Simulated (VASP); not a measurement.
# Pt (P6_3/mmc) in VASP: further runs

Pt is run at these levels: PBEsol; tasks: single point, relaxation of shape and atoms at fixed volume.

All numbers are computed with VASP 6.6.1; they aren't measurements. Logs are shortened: lines on timing, memory, paths and dates and some standing lists are left out, and cuts for length are marked.

**1. The cell of the first run**

The structure is hexagonal, space group P6_3/mmc (No. 194). The conventional cell has a = 2.768 Å, b = 2.768 Å, c = 4.835 Å, α = 90.00°, β = 90.00°, γ = 120.00°. Pt (site symmetry -6m2) has 12 Pt at 2.77 to 2.90 Å within 3.6 Å.

This isn't the form of Pt at room conditions, which is fcc.

**2. Single point, PBEsol (16.04 Å³/atom)**

Contents of INCAR:

```
SYSTEM = Pt
PREC     = Accurate       ! precision mode
ENCUT    = 520            ! plane-wave cutoff, eV
EDIFF    = 1E-7           ! SCF threshold, eV
ISMEAR   = 0              ! smearing method
SIGMA    = 0.1            ! smearing width, eV
LREAL    = .False.        ! projectors in reciprocal space
LASPH    = .True.         ! aspherical terms in the spheres
NELM     = 60             ! most SCF steps
ALGO     = Normal         ! electronic algorithm
ISIF     = 2              ! what is computed and relaxed
LWAVE    = .False.        ! write WAVECAR
LCHARG   = .True.         ! write CHGCAR
GGA      = PS             ! functional
LELF     = .True.         ! ELF
LVHAR    = .True.       
NBANDS   = 17             ! bands
```

Contents of KPOINTS:

```
Automatic mesh
0
Gamma
  18 18 10
  0 0 0
```

Contents of POSCAR:

```
Pt
1.0
    2.7682586587      0.0000000000      0.0000000000
   -1.3841293293      2.3973823227      0.0000000000
    0.0000000000      0.0000000000      4.8351045943
Pt
2
Direct
    0.6666666667      0.3333333333      0.7500000000
    0.3333333333      0.6666666667      0.2500000000
```

Potentials or basis: VASP PAW PBE potentials, release 64 (Pt).

Run with:

```
$ cat potpaw_PBE.64/Pt/POTCAR > POTCAR
$ mpirun -np 1 vasp_std > vasp.out
```

OUTCAR:

```text
SYSTEM = Pt
   PREC = Accurate
   ENCUT = 520
   EDIFF = 1E-7
   ISMEAR = 0
   LREAL = .False.
   LASPH = .True.
   NELM = 60
   ISIF = 2
   GGA = PS

 ion  position               nearest neighbor table
   1  0.667  0.333  0.750-   2 2.90   2 2.90   2 2.90   2 2.90   2 2.90   2 2.90
   2  0.333  0.667  0.250-   1 2.90   1 2.90   1 2.90   1 2.90   1 2.90   1 2.90

  LATTYP: Found a hexagonal cell.
 ALAT       =     2.7682586587
 C/A-ratio  =     1.7466231268

  Lattice vectors:

 A1 = (   2.7682586587,   0.0000000000,   0.0000000000)
 A2 = (  -1.3841293293,   2.3973823227,   0.0000000000)
 A3 = (   0.0000000000,   0.0000000000,   4.8351045943)

Analysis of symmetry for initial positions (statically):
=====================================================================
 Subroutine PRICEL returns:
 Original cell was already a primitive cell.

 Routine SETGRP: Setting up the symmetry group for a
 hexagonal supercell.

 Subroutine GETGRP returns: Found 24 space group operations
 (whereof 12 operations were pure point group operations)
 out of a pool of 24 trial point group operations.

The static configuration has the point symmetry D_3d.
 The point group associated with its full space group is D_6h.

Analysis of symmetry for dynamics (positions and initial velocities):
=====================================================================
 Subroutine PRICEL returns:
 Original cell was already a primitive cell.

 Routine SETGRP: Setting up the symmetry group for a
 hexagonal supercell.

 Subroutine GETGRP returns: Found 24 space group operations
 (whereof 12 operations were pure point group operations)
 out of a pool of 24 trial point group operations.

The dynamic configuration has the point symmetry D_3d.
 The point group associated with its full space group is D_6h.

 Subroutine INISYM returns: Found 24 space group operations
 (whereof 12 operations are pure point group operations),
 and found     1 'primitive' translations

----------------------------------------------------------------------------------------

                                     Primitive cell

  volume of cell :      32.0885

  direct lattice vectors                    reciprocal lattice vectors
     2.768258659  0.000000000  0.000000000     0.361237920  0.208560810  0.000000000
    -1.384129329  2.397382323  0.000000000     0.000000000  0.417121621  0.000000000
     0.000000000  0.000000000  4.835104594     0.000000000  0.000000000  0.206820759

  length of vectors
     2.768258659  2.768258659  4.835104594     0.417121621  0.417121621  0.206820759

  position of ions in fractional coordinates (direct lattice)
     0.666666667  0.333333333  0.750000000
     0.333333333  0.666666667  0.250000000

  ion indices of the primitive-cell ions
   primitive index   ion index
                 1           1
                 2           2

----------------------------------------------------------------------------------------

 KPOINTS: Automatic mesh

Automatic generation of k-mesh.
 Grid dimensions read from file:
 generate k-points for:   18   18   10

 Generating k-lattice:

  Cartesian coordinates                     Fractional coordinates (reciprocal lattice)
     0.020068773  0.011586712  0.000000000     0.055555556 -0.000000000  0.000000000
     0.000000000  0.023173423  0.000000000     0.000000000  0.055555556  0.000000000
     0.000000000  0.000000000  0.020682076     0.000000000  0.000000000  0.100000000

  Length of vectors
     0.023173423  0.023173423  0.020682076

  Shift w.r.t. Gamma in fractional coordinates (k-lattice)
     0.000000000  0.000000000  0.000000000

 Subroutine IBZKPT returns following result:
 ===========================================

 Found    222 irreducible k-points:

 Following reciprocal coordinates:
            Coordinates               Weight
  0.000000  0.000000  0.000000      1.000000
  0.055556  0.000000  0.000000      6.000000
  0.111111  0.000000  0.000000      6.000000
  0.166667  0.000000  0.000000      6.000000
  0.222222  0.000000  0.000000      6.000000
  0.277778  0.000000  0.000000      6.000000
[... 16 lines left out ...]
  0.333333  0.111111  0.000000     12.000000
  0.388889  0.111111  0.000000     12.000000
 [... further k-points ...]
   k-points           NKPTS =    222   k-points in BZ     NKDIM =    222   number of bands    NBANDS=     17
   number of dos      NEDOS =    301   number of ions     NIONS =      2
   total plane-waves  NPLWV =  20736
   dimension x,y,z NGX =    24 NGY =   24 NGZ =   36
   dimension x,y,z NGXF=    48 NGYF=   48 NGZF=   72
   ions per type =               2
   NGX,Y,Z   is equivalent  to a cutoff of  14.41, 14.41, 12.38 a.u.
   NGXF,Y,Z  is equivalent  to a cutoff of  28.83, 28.83, 24.76 a.u.
 SYSTEM =  Pt
   PREC   = accura    normal or accurate (medium, high low for compatibility)
   ISTART =      0    job   : 0-new  1-cont  2-samecut
   ICHARG =      2    charge: 1-file 2-atom 10-const
   ISPIN  =      1    spin polarized calculation?
   LNONCOLLINEAR =      F non collinear calculations
   LSORBIT =      F    spin-orbit coupling
   LASPH  =      T    aspherical Exc in radial PAW
   ENCUT  =  520.0 eV  38.22 Ry    6.18 a.u.   5.15  5.15  8.99*2*pi/ulx,y,z
   NELM   =     60;   NELMIN=  2; NELMDL= -5     # of ELM steps
   EDIFF  = 0.1E-06   stopping-criterion for ELM
   LREAL  =      F    real-space projection
   EDIFFG = 0.1E-05   stopping-criterion for IOM
   NSW    =      0    number of steps for IOM
   IBRION =     -1    ionic relax: 0-MD 1-quasi-New 2-CG
   NFREE  =      0    steps in history (QN), initial steepest desc. (CG)
   ISIF   =      2    stress and relaxation
   ISYM   =      2    0-nonsym 1-usesym 2-fastsym
   POTIM  = 0.5000    time-step for ionic-motion
   TEBEG  =    0.0;   TEEND  =   0.0 temperature during run
   PSTRESS=    0.0 pullay stress
   NELECT =      20.0000    total number of electrons
   NUPDOWN=      -1.0000    fix difference up-down
   EMIN   =  10.00;   EMAX   =-10.00  energy-range for DOS
   EFERMI =   0.00;   METHOD = LEGACY
   ISMEAR =     0;   SIGMA  =   0.10  broadening in eV -4-tet -1-fermi 0-gaus
   EFERMI_NEDOS =   21; number of points for ismear=-14 and -15
   IALGO  =     38    algorithm
   IMIX   =      4    mixing-type and parameters
     AMIX     =   0.40;   BMIX     =  1.00
     AMIX_MAG =   1.60;   BMIX_MAG =  1.00
  volume/ion in A,a.u.               =      16.04       108.27
  Fermi-wavevector in a.u.,A,eV,Ry     =   1.398411  2.642614 26.606925  1.955554
  Thomas-Fermi vector in A             =   2.521572
   LORBIT       =      0    0 simple, 1 ext, 2 COOP (PROOUT), +10 PAW based schemes
   GGA     = PS    functional components
   LHFCALC =     F    Hartree Fock is set to
   AEXX    =    0.0000 exact exchange contribution
   IVDW    =     0    specifies the selected vdW correction
   LEPSILON=     F    determine dielectric tensor
   LRPA    =     F    only Hartree local field effects (RPA)
 non-spin polarized calculation
 Gauss-broadening in eV      SIGMA  =   0.10
  energy-cutoff  :      520.00
  volume of cell :       32.09
 maximum number of plane-waves:       880
 NGX is ok and might be reduce to    24
   NGX = 11   NGY = 11   NGZ = 17

 number of electron      20.0000002 magnetization

 Free energy of the ion-electron system (eV)
  ---------------------------------------------------
  ext. energy  EPLUGINS =         0.00000000
  ---------------------------------------------------
  free energy    TOTEN  =       -13.72201103 eV

  energy without entropy =      -13.70240447  energy(sigma->0) =      -13.71220775

 E-fermi :   9.9090     XC(G=0): -13.2583

 val. band max:        9.9040964625   @ k =   0.3889   0.1667   0.1000
 cond. band min:       9.9120289521   @ k =   0.5000  -0.0000   0.0000
 fundamental gap:      0.0079324896
 Fermi energy:         9.9089923426

 k-point     1 :       0.0000    0.0000    0.0000
  band No.  band energies     occupation
      1       0.3227      2.00000
      2       2.9498      2.00000
      3       6.0295      2.00000
      4       6.5684      2.00000
      5       6.5684      2.00000
      6       6.9143      2.00000
[... 9 lines left out ...]
     16      27.1709      0.00000
     17      30.8641      0.00000

 k-point     2 :       0.0556    0.0000    0.0000
  band No.  band energies     occupation
      1       0.4341      2.00000
      2       3.0536      2.00000
      3       6.0294      2.00000
      4       6.5529      2.00000
      5       6.6529      2.00000
      6       6.8587      2.00000
[... 9 lines left out ...]
     16      27.3133      0.00000
     17      30.1462      0.00000

 k-point     3 :       0.1111    0.0000    0.0000
  band No.  band energies     occupation
      1       0.7604      2.00000
      2       3.3472      2.00000
      3       5.9690      2.00000
      4       6.5523      2.00000
      5       6.7525      2.00000
      6       6.9027      2.00000
[... 9 lines left out ...]
     16      27.4541      0.00000
     17      29.1112      0.00000

 k-point     4 :       0.1667    0.0000    0.0000
  band No.  band energies     occupation
      1       1.2749      2.00000
      2       3.7608      2.00000
      3       5.8316      2.00000
      4       6.4035      2.00000
      5       6.6788      2.00000
      6       6.9177      2.00000
[... 9 lines left out ...]
     16      27.4786      0.00000
     17      27.7579      0.00000
[... 343 lines left out ...]
      1       3.5024      2.00000
      2       4.3570      2.00000
      3       4.9858      2.00000
      4       5.8988      2.00000
      5       6.5129      2.00000
      6       6.6678      2.00000
[... 9 lines left out ...]
     16      24.9336      0.00000
     17      25.5260      0.00000

 k-point    23 :       0.3333    0.1111    0.0000
  band No.  band energies     occupation
      1       3.8398      2.00000
      2       4.1657      2.00000
      3       4.6971      2.00000
      4       6.2931      2.00000
      5       6.5864      2.00000
      6       6.8976      2.00000
[... 9 lines left out ...]
     16      23.5048      0.00000
     17      24.2240      0.00000

 k-point    24 :       0.3889    0.1111    0.0000
  band No.  band energies     occupation
      1       3.9506      2.00000
      2       4.0423      2.00000
      3       4.5212      2.00000
      4       6.5807      2.00000
      5       6.7478      2.00000
      6       6.8661      2.00000
[... 9 lines left out ...]
     16      22.0288      0.00000
     17      23.6366      0.00000

 [... further k-points ...]

------------------------ aborting loop because EDIFF is reached ----------------------------------------

  FORCE on cell =-STRESS in cart. coord.  units (eV):
  Direction    XX          YY          ZZ          XY          YZ          ZX
  --------------------------------------------------------------------------------------
  -------------------------------------------------------------------------------------
  Total       -2.8267920     -2.8267920     -2.8793084     -0.0000000     -0.0000000      0.0000000
  in kB     -141.1414590   -141.1414590   -143.7635969     -0.0000000     -0.0000000      0.0000000
  external PRESSURE =    -142.0155049 kB  Pullay stress =       0.0000000 kB

 VOLUME and BASIS-vectors are now :
 -----------------------------------------------------------------------------
  energy-cutoff  :      520.00
  volume of cell :       32.09
      direct lattice vectors                 reciprocal lattice vectors
     2.768258659  0.000000000  0.000000000     0.361237920  0.208560810  0.000000000
    -1.384129329  2.397382323  0.000000000     0.000000000  0.417121621  0.000000000
     0.000000000  0.000000000  4.835104594     0.000000000  0.000000000  0.206820759

 POSITION                                       TOTAL-FORCE (eV/Angst)
 -----------------------------------------------------------------------------------
      1.38413      0.79913      3.62633         0.000000     -0.000000      0.000000
     -0.00000      1.59825      1.20878        -0.000000      0.000000      0.000000
 -----------------------------------------------------------------------------------
    total drift:                               -0.000000      0.000000     -0.000000

  FREE ENERGIE OF THE ION-ELECTRON SYSTEM (eV)
  ---------------------------------------------------
  free  energy   TOTEN  =       -13.7220110349 eV

  energy  without entropy=      -13.7024044742  energy(sigma->0) =      -13.71220775
```

Wall time 39 s (1 thread of Intel Xeon 6975P-C (Granite Rapids), shared host); peak memory 0.23 GiB.

Results:

```
Free energy            : -13.7220 eV
Pressure               : -14.2 GPa
Band gap on the k mesh : zero (bands 10 and 11 overlap by 1.25 eV)
```

Stress tensor (GPa, compression positive):
```
-14.11   0.00   0.00
  0.00 -14.11   0.00
  0.00   0.00 -14.38
```

Caveat: the cell stands under tension; the PAW data sets were made with another functional, which shifts forces and pressure a little; spin-orbit coupling is left out, which moves the levels of the heavy elements.

**3. Single point, PBEsol (16.65 Å³/atom)**

This run uses another cell than the first one, of 16.65 Å³/atom.

Contents of INCAR:

```
SYSTEM = Pt
ALGO = Normal
EDIFF = 1E-6
ENCUT = 520
GGA = PS
ISIF = 2
ISMEAR = 0
LASPH = .TRUE.
LCHARG = .FALSE.
LREAL = .FALSE.
LWAVE = .FALSE.
NBANDS = 17
NELM = 100
PREC = Accurate
SIGMA = 0.1
```

Contents of KPOINTS:

```
k-points
0
G
  18 18 10
  0 0 0
```

Contents of POSCAR:

```
Pt
1.0
    2.7941526406      0.0000000000      0.0000000000
   -1.3970763203      2.4198071688      0.0000000000
    0.0000000000      0.0000000000      4.9249947575
Pt
2
Direct
    0.6666666667      0.3333333333      0.7500000000
    0.3333333333      0.6666666667      0.2500000000
```

Potentials or basis: VASP PAW PBE potentials, release 64 (Pt).

Run with:

```
$ cat potpaw_PBE.64/Pt/POTCAR > POTCAR
$ mpirun -np 1 vasp_std > vasp.out
```

Run time: 39 s. Hardware: 1 thread of Intel Xeon 6975P-C (Granite Rapids), shared host; peak memory 0.24 GiB.

The run converged. Its results:

```yaml
Free_energy: -13.5895 eV
Pressure: -20.7 GPa
Band_gap_on_the_k_mesh: zero (bands 10 and 11 overlap by 1.18 eV)
```

Stress tensor (GPa, compression positive):
```
-20.65   0.00   0.00
  0.00 -20.65   0.00
  0.00   0.00 -20.84
```

Levels at points of the mesh, in eV from the Fermi level:
```tsv
k point	band 6	band 7	band 8	band 9	band 10	band 11	band 12	band 13	band 14	band 15
(0.00, 0.00, 0.00)	-2.84	-2.84	-1.53	-1.53	-0.63	-0.17	-0.17	4.15	15.26	15.40
(0.50, 0.00, 0.00)	-2.71	-2.30	-0.02	0.33	0.49	2.18	3.59	6.93	8.47	8.96
(0.00, 0.00, 0.50)	-3.13	-3.13	-3.13	-0.68	-0.68	-0.68	-0.68	11.18	11.18	15.62
(0.50, 0.00, 0.50)	-1.58	-0.74	-0.74	0.42	0.42	1.70	1.70	6.11	6.11	13.66
```

Caveat: the cell stands under tension; the PAW data sets were made with another functional, which shifts forces and pressure a little; spin-orbit coupling is left out, which moves the levels of the heavy elements.

(Part 1 of 2 ends here.)
